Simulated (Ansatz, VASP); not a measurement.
**WSe2 in VASP and in Ansatz**

INCAR

```
  PREC = Accurate
  ENCUT = 520
  EDIFF = 1E-7
  ISMEAR = 0
  SIGMA = 0.05
  LREAL = False
  LASPH = True
  NELM = 80
  ALGO = Normal
  ISIF = 2
  LWAVE = False
  LCHARG = False
  GGA = PS
  NBANDS = 20
```

KPOINTS

```
regular mesh
0
Gamma
  12 12 2
```

File POSCAR:

```
WSe2
1.0
    3.3179375931      0.0000000000      0.0000000000
   -1.6589687966      2.8734182438      0.0000000000
    0.0000000000      0.0000000000     16.6581424200
W Se
1 2
Direct
    0.0000000000      0.0000000000      0.0000000000
    0.3837572054      0.7035795029      0.0997865200
    0.2829094613      0.6297538304      0.9002134800
```

Input for Ansatz:

```yaml
crystal:
  lattice:
    - [3.3179375931, 0.0, 0.0]
    - [-1.6589687966, 2.8734182438, 0.0]
    - [0.0, 0.0, 16.65814242]
  atoms:
    - { symbol: W, position: [0.0, 0.0, 0.0] }
    - { symbol: Se, position: [0.3837572054, 0.7035795029, 0.09978652] }
    - { symbol: Se, position: [0.2829094613, 0.6297538304, 0.90021348] }
basis:
  ecutwfc: 420
kpoints:
  mp_grid: { grid: [12, 12, 2] }
hamiltonian:
  xc: pbesol
scf:
  occupations: { method: gaussian, width: 0.05 }
output:
  forces: true
  stress: true
  eigenvalues: true
  write_density: true
  write_potential: true
  elf: true
  volumetric_format: npy
```

Change from the starting cell: mode 4 (170.3 1/cm) frozen in, largest displacement -0.150 Å.

Alike in both runs: task single point; functional PBEsol; k mesh 12 × 12 × 2; occupations gaussian, width 0.05 eV; no spin polarisation.

```csv
,VASP,Ansatz
version,VASP 6.6.1,Ansatz 0.2.0
potentials or method,"VASP PAW PBE potentials, release 64 (W_sv, Se), cutoff 520 eV","scalar-relativistic, plane waves, PAW"
valence electrons in the cell,26,46
```

```tsv
	VASP	Ansatz	Ansatz less VASP
gap on the k mesh at the Fermi level (eV)	1.48	1.48	+0.003
least direct gap on the mesh (eV)	1.48	1.48	+0.003
rms of the force components (eV/Å)	0.616	0.609	-0.0070
```

VASP's potentials were made for PBE, not for PBEsol. Atom by atom the forces differ by 0.028 eV/Å (rms over components). VASP's potentials hold 26 valence electrons a cell and Ansatz's 46, so a difference there can come from the potentials and not from the codes. Ansatz's warnings: xc potential rough in thin density.

Neither program's run includes spin-orbit coupling.
